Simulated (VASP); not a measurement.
# Pt (P6_3/mmc) in VASP: a series of runs

Runs on Pt. Level: PBEsol. Tasks: single point.

All numbers are computed with VASP 6.6.1; they aren't measurements. Logs are shortened: lines on timing, memory, paths and dates and some standing lists are left out, and cuts for length are marked.

## Step 1: The cell of the first run

It takes space group P6_3/mmc (No. 194, hexagonal). Conventional cell: a = 2.761 Å, b = 2.761 Å, c = 4.792 Å, α = 90.00°, β = 90.00°, γ = 120.00°. Within 3.6 Å of Pt (site symmetry -6m2) lie 12 Pt at 2.76 to 2.88 Å.

## Step 2: Single point, PBEsol

Contents of INCAR:

```
SYSTEM = Pt
ALGO = Normal
EDIFF = 1E-6
ENCUT = 520
GGA = PS
ISIF = 2
ISMEAR = -1
LASPH = .True.
LCHARG = .True.
LELF = .True.
LREAL = .False.
LVHAR = .True.
LWAVE = .False.
NBANDS = 17
NELM = 60
PREC = Accurate
SIGMA = 0.1
```

Contents of KPOINTS:

```
k-points
0
Gamma
  14 14 7
  0 0 0
```

Contents of POSCAR:

```
Pt
1.0
    2.7606700000      0.0000000000      0.0000000000
   -1.3803300000      2.3908100000      0.0000000000
    0.0000000000      0.0000000000      4.7921300000
Pt
2
Direct
    0.6666666667      0.3333333333      0.7500000000
    0.3333333333      0.6666666667      0.2500000000
```

Potentials or basis: VASP PAW PBE potentials, release 64 (Pt).

Launch:

```console
> cat potpaw_PBE.64/Pt/POTCAR > POTCAR
> mpirun -np 1 vasp_std > vasp.out
```

OUTCAR:

```text
SYSTEM = Pt
   EDIFF = 1E-6
   ENCUT = 520
   GGA = PS
   ISIF = 2
   ISMEAR = -1
   LASPH = .True.
   LREAL = .False.
   NELM = 60
   PREC = Accurate

 ion  position               nearest neighbor table
   1  0.667  0.333  0.750-   2 2.88   2 2.88   2 2.88   2 2.88   2 2.88   2 2.88
   2  0.333  0.667  0.250-   1 2.88   1 2.88   1 2.88   1 2.88   1 2.88   1 2.88

  LATTYP: Found a hexagonal cell.
 ALAT       =     2.7606700000
 C/A-ratio  =     1.7358575998

  Lattice vectors:

 A1 = (   2.7606700000,   0.0000000000,   0.0000000000)
 A2 = (  -1.3803300000,   2.3908100000,   0.0000000000)
 A3 = (   0.0000000000,   0.0000000000,   4.7921300000)

Analysis of symmetry for initial positions (statically):
=====================================================================
 Subroutine PRICEL returns:
 Original cell was already a primitive cell.

 Routine SETGRP: Setting up the symmetry group for a
 hexagonal supercell.

 Subroutine GETGRP returns: Found 24 space group operations
 (whereof 12 operations were pure point group operations)
 out of a pool of 24 trial point group operations.

The static configuration has the point symmetry D_3d.
 The point group associated with its full space group is D_6h.

Analysis of symmetry for dynamics (positions and initial velocities):
=====================================================================
 Subroutine PRICEL returns:
 Original cell was already a primitive cell.

 Routine SETGRP: Setting up the symmetry group for a
 hexagonal supercell.

 Subroutine GETGRP returns: Found 24 space group operations
 (whereof 12 operations were pure point group operations)
 out of a pool of 24 trial point group operations.

The dynamic configuration has the point symmetry D_3d.
 The point group associated with its full space group is D_6h.

 Subroutine INISYM returns: Found 24 space group operations
 (whereof 12 operations are pure point group operations),
 and found     1 'primitive' translations

----------------------------------------------------------------------------------------

                                     Primitive cell

  volume of cell :      31.6292

  direct lattice vectors                    reciprocal lattice vectors
     2.760670000  0.000000000  0.000000000     0.362230908  0.209133385  0.000000000
    -1.380330000  2.390810000  0.000000000     0.000000000  0.418268286  0.000000000
     0.000000000  0.000000000  4.792130000     0.000000000  0.000000000  0.208675474

  length of vectors
     2.760670000  2.760667196  4.792130000     0.418267861  0.418268286  0.208675474

  position of ions in fractional coordinates (direct lattice)
     0.666666667  0.333333333  0.750000000
     0.333333333  0.666666667  0.250000000

  ion indices of the primitive-cell ions
   primitive index   ion index
                 1           1
                 2           2

----------------------------------------------------------------------------------------

 KPOINTS: k-points

Automatic generation of k-mesh.
 Grid dimensions read from file:
 generate k-points for:   14   14    7

 Generating k-lattice:

  Cartesian coordinates                     Fractional coordinates (reciprocal lattice)
     0.025873636  0.014938099  0.000000000     0.071428571  0.000000000  0.000000000
     0.000000000  0.029876306  0.000000000     0.000000000  0.071428571  0.000000000
     0.000000000  0.000000000  0.029810782     0.000000000  0.000000000  0.142857143

  Length of vectors
     0.029876276  0.029876306  0.029810782

  Shift w.r.t. Gamma in fractional coordinates (k-lattice)
     0.000000000  0.000000000  0.000000000

 Subroutine IBZKPT returns following result:
 ===========================================

 Found     96 irreducible k-points:

 Following reciprocal coordinates:
            Coordinates               Weight
  0.000000  0.000000  0.000000      1.000000
  0.071429 -0.000000  0.000000      6.000000
  0.142857 -0.000000  0.000000      6.000000
  0.214286 -0.000000  0.000000      6.000000
  0.285714 -0.000000  0.000000      6.000000
  0.357143 -0.000000  0.000000      6.000000
[... 16 lines left out ...]
  0.285714  0.285714  0.000000      6.000000
  0.357143  0.285714  0.000000      6.000000
 [... further k-points ...]
   k-points           NKPTS =     96   k-points in BZ     NKDIM =     96   number of bands    NBANDS=     17
   number of dos      NEDOS =    301   number of ions     NIONS =      2
   total plane-waves  NPLWV =  20736
   dimension x,y,z NGX =    24 NGY =   24 NGZ =   36
   dimension x,y,z NGXF=    48 NGYF=   48 NGZF=   72
   ions per type =               2
   NGX,Y,Z   is equivalent  to a cutoff of  14.45, 14.45, 12.49 a.u.
   NGXF,Y,Z  is equivalent  to a cutoff of  28.91, 28.91, 24.98 a.u.
 SYSTEM =  Pt
   PREC   = accura    normal or accurate (medium, high low for compatibility)
   ISTART =      0    job   : 0-new  1-cont  2-samecut
   ICHARG =      2    charge: 1-file 2-atom 10-const
   ISPIN  =      1    spin polarized calculation?
   LNONCOLLINEAR =      F non collinear calculations
   LSORBIT =      F    spin-orbit coupling
   LASPH  =      T    aspherical Exc in radial PAW
   ENCUT  =  520.0 eV  38.22 Ry    6.18 a.u.   5.13  5.13  8.91*2*pi/ulx,y,z
   NELM   =     60;   NELMIN=  2; NELMDL= -5     # of ELM steps
   EDIFF  = 0.1E-05   stopping-criterion for ELM
   LREAL  =      F    real-space projection
   EDIFFG = 0.1E-04   stopping-criterion for IOM
   NSW    =      0    number of steps for IOM
   IBRION =     -1    ionic relax: 0-MD 1-quasi-New 2-CG
   NFREE  =      0    steps in history (QN), initial steepest desc. (CG)
   ISIF   =      2    stress and relaxation
   ISYM   =      2    0-nonsym 1-usesym 2-fastsym
   POTIM  = 0.5000    time-step for ionic-motion
   TEBEG  =    0.0;   TEEND  =   0.0 temperature during run
   PSTRESS=    0.0 pullay stress
   NELECT =      20.0000    total number of electrons
   NUPDOWN=      -1.0000    fix difference up-down
   EMIN   =  10.00;   EMAX   =-10.00  energy-range for DOS
   EFERMI =   0.00;   METHOD = LEGACY
   ISMEAR =    -1;   SIGMA  =   0.10  broadening in eV -4-tet -1-fermi 0-gaus
   EFERMI_NEDOS =   21; number of points for ismear=-14 and -15
   IALGO  =     38    algorithm
   IMIX   =      4    mixing-type and parameters
     AMIX     =   0.40;   BMIX     =  1.00
     AMIX_MAG =   1.60;   BMIX_MAG =  1.00
  volume/ion in A,a.u.               =      15.81       106.72
  Fermi-wavevector in a.u.,A,eV,Ry     =   1.405148  2.655345 26.863905  1.974441
  Thomas-Fermi vector in A             =   2.527638
   LORBIT       =      0    0 simple, 1 ext, 2 COOP (PROOUT), +10 PAW based schemes
   GGA     = PS    functional components
   LHFCALC =     F    Hartree Fock is set to
   AEXX    =    0.0000 exact exchange contribution
   IVDW    =     0    specifies the selected vdW correction
   LEPSILON=     F    determine dielectric tensor
   LRPA    =     F    only Hartree local field effects (RPA)
 non-spin polarized calculation
  energy-cutoff  :      520.00
  volume of cell :       31.63
 maximum number of plane-waves:       863
 NGX is ok and might be reduce to    24
   NGX = 11   NGY = 11   NGZ = 17

 number of electron      20.0000016 magnetization

 Free energy of the ion-electron system (eV)
  ---------------------------------------------------
  ext. energy  EPLUGINS =         0.00000000
  ---------------------------------------------------
  free energy    TOTEN  =       -13.81436395 eV

  energy without entropy =      -13.69959229  energy(sigma->0) =      -13.75697812

 E-fermi :  10.1809     XC(G=0): -13.3439

 val. band max:       10.1698856289   @ k =   0.2857  -0.0000   0.0000
 cond. band min:      10.1837227426   @ k =   0.3571  -0.0000   0.0000
 fundamental gap:      0.0138371137
 Fermi energy:        10.1809392551

 k-point     1 :       0.0000    0.0000    0.0000
  band No.  band energies     occupation
      1       0.4308      2.00000
      2       3.1010      2.00000
      3       6.2347      2.00000
      4       6.7680      2.00000
      5       6.7680      2.00000
      6       7.1330      2.00000
[... 9 lines left out ...]
     16      27.4562      0.00000
     17      31.1804      0.00000

 k-point     2 :       0.0714   -0.0000    0.0000
  band No.  band energies     occupation
      1       0.6155      2.00000
      2       3.2715      2.00000
      3       6.2204      2.00000
      4       6.7562      2.00000
      5       6.9094      2.00000
      6       7.0435      2.00000
[... 9 lines left out ...]
     16      27.6801      0.00000
     17      30.1530      0.00000

 k-point     3 :       0.1429   -0.0000    0.0000
  band No.  band energies     occupation
      1       1.1469      2.00000
      2       3.7291      2.00000
      3       6.0735      2.00000
      4       6.7039      2.00000
      5       7.0252      2.00000
      6       7.1759      2.00000
[... 9 lines left out ...]
     16      27.6666      0.00000
     17      28.6551      0.00000

 k-point     4 :       0.2143   -0.0000    0.0000
  band No.  band energies     occupation
      1       1.9436      2.00000
      2       4.2299      2.00000
      3       5.9678      2.00000
      4       6.2492      2.00000
      5       6.4359      2.00000
      6       7.4986      2.00000
[... 9 lines left out ...]
     16      26.8821      0.00000
     17      28.3980      0.00000
[... 343 lines left out ...]
      1       4.7398      2.00000
      2       4.8404      2.00000
      3       4.8886      2.00000
      4       6.3919      2.00000
      5       6.5518      2.00000
      6       6.8114      2.00000
[... 9 lines left out ...]
     16      22.1430      0.00000
     17      24.2814      0.00000

 k-point    23 :       0.2857    0.2857    0.0000
  band No.  band energies     occupation
      1       4.8064      2.00000
      2       5.0938      2.00000
      3       5.4434      2.00000
      4       5.8226      2.00000
      5       6.4320      2.00000
      6       6.8275      2.00000
[... 9 lines left out ...]
     16      23.1800      0.00000
     17      24.3341      0.00000

 k-point    24 :       0.3571    0.2857    0.0000
  band No.  band energies     occupation
      1       4.7936      2.00000
      2       5.2990      2.00000
      3       5.3530      2.00000
      4       6.0262      2.00000
      5       6.5092      2.00000
      6       6.6211      2.00000
[... 9 lines left out ...]
     16      22.0038      0.00000
     17      23.5012      0.00000

 [... further k-points ...]

------------------------ aborting loop because EDIFF is reached ----------------------------------------

  FORCE on cell =-STRESS in cart. coord.  units (eV):
  Direction    XX          YY          ZZ          XY          YZ          ZX
  --------------------------------------------------------------------------------------
  -------------------------------------------------------------------------------------
  Total       -2.0602758     -2.0602752     -2.3656094     -0.0000043     -0.0000000      0.0000000
  in kB     -104.3632993   -104.3632686   -119.8299751     -0.0002183     -0.0000000      0.0000000
  external PRESSURE =    -109.5188477 kB  Pullay stress =       0.0000000 kB

 VOLUME and BASIS-vectors are now :
 -----------------------------------------------------------------------------
  energy-cutoff  :      520.00
  volume of cell :       31.63
      direct lattice vectors                 reciprocal lattice vectors
     2.760670000  0.000000000  0.000000000     0.362230908  0.209133385  0.000000000
    -1.380330000  2.390810000  0.000000000     0.000000000  0.418268286  0.000000000
     0.000000000  0.000000000  4.792130000     0.000000000  0.000000000  0.208675474

 POSITION                                       TOTAL-FORCE (eV/Angst)
 -----------------------------------------------------------------------------------
      1.38034      0.79694      3.59410         0.000000     -0.000000      0.000000
      0.00000      1.59387      1.19803        -0.000000      0.000000      0.000000
 -----------------------------------------------------------------------------------
    total drift:                                0.000000     -0.000000      0.000000

  FREE ENERGIE OF THE ION-ELECTRON SYSTEM (eV)
  ---------------------------------------------------
  free  energy   TOTEN  =       -13.8143639539 eV

  energy  without entropy=      -13.6995922902  energy(sigma->0) =      -13.75697812
```

Run time: 44 s. Hardware: 1 thread of AMD EPYC 7R13 (Zen 3), shared host; peak memory 0.15 GiB.

Results:

```yaml
Free_energy: -13.8144 eV
Pressure: -11.0 GPa
Band_gap_on_the_k_mesh: zero (band 10 reaches 10.68 eV, above the bottom of band 11 at 9.45 eV)
```

Stress tensor (GPa, compression positive):
```
-10.44   0.00   0.00
  0.00 -10.44   0.00
  0.00   0.00 -11.98
```

Levels at points of the mesh, in eV from the Fermi level:
| k point | band 7 | band 8 | band 9 | band 10 | band 11 | band 12 | band 13 | band 14 |
| --- | --- | --- | --- | --- | --- | --- | --- | --- |
| (0.00, 0.00, 0.00) | -3.05 | -1.80 | -1.80 | -0.79 | -0.22 | -0.22 | 4.63 | 15.11 |
| (0.50, 0.00, 0.00) | -2.62 | 0.00 | 0.30 | 0.50 | 2.24 | 3.71 | 7.21 | 8.77 |

Caveat: the PAW data sets were made with another functional, which shifts forces and pressure a little; spin-orbit coupling is left out, which moves the levels of the heavy elements.

## Step 3: Single point, PBEsol

Contents of INCAR:

```
ALGO     = Normal         # electronic algorithm
EDIFF    = 1E-6           # SCF threshold, eV
ENCUT    = 520            # plane-wave cutoff, eV
GGA      = PS             # functional
ISIF     = 2              # what is computed and relaxed
ISMEAR   = -1             # smearing method
LASPH    = T              # aspherical terms in the spheres
LCHARG   = F              # write CHGCAR
LREAL    = F              # projectors in reciprocal space
LWAVE    = F              # write WAVECAR
NBANDS   = 17             # bands
NELM     = 100            # most SCF steps
PREC     = Accurate       # precision mode
SIGMA    = 0.1            # smearing width, eV
```

Contents of KPOINTS:

```
k-points
0
Gamma
  14 14 7
```

POSCAR is that of step 2.

Potentials or basis: VASP PAW PBE potentials, release 64 (Pt).

Launch:

```console
> cat potpaw_PBE.64/Pt/POTCAR > POTCAR
> mpirun -np 1 vasp_std > vasp.out
```

It took 41 s on 1 thread of AMD EPYC 7R13 (Zen 3), shared host; peak memory 0.15 GiB.

The run converged. Its results:

```
Free energy            : -13.8144 eV
Pressure               : -11.0 GPa
Band gap on the k mesh : zero (band 10 reaches 10.68 eV, above the bottom of band 11 at 9.45 eV)
```

Stress tensor (GPa, compression positive):
```
-10.44   0.00   0.00
  0.00 -10.44   0.00
  0.00   0.00 -11.98
```

Levels at points of the mesh, in eV from the Fermi level:
```
           k point  band 6  band 7  band 8  band 9  band 10  band 11  band 12  band 13  band 14  band 15
(0.00, 0.00, 0.00)   -3.05   -3.05   -1.80   -1.80    -0.79    -0.22    -0.22     4.63    15.11    15.66
(0.50, 0.00, 0.00)   -2.94   -2.62    0.00    0.30     0.50     2.24     3.71     7.21     8.77     9.44
```

Caveat: the PAW data sets were made with another functional, which shifts forces and pressure a little; spin-orbit coupling is left out, which moves the levels of the heavy elements.
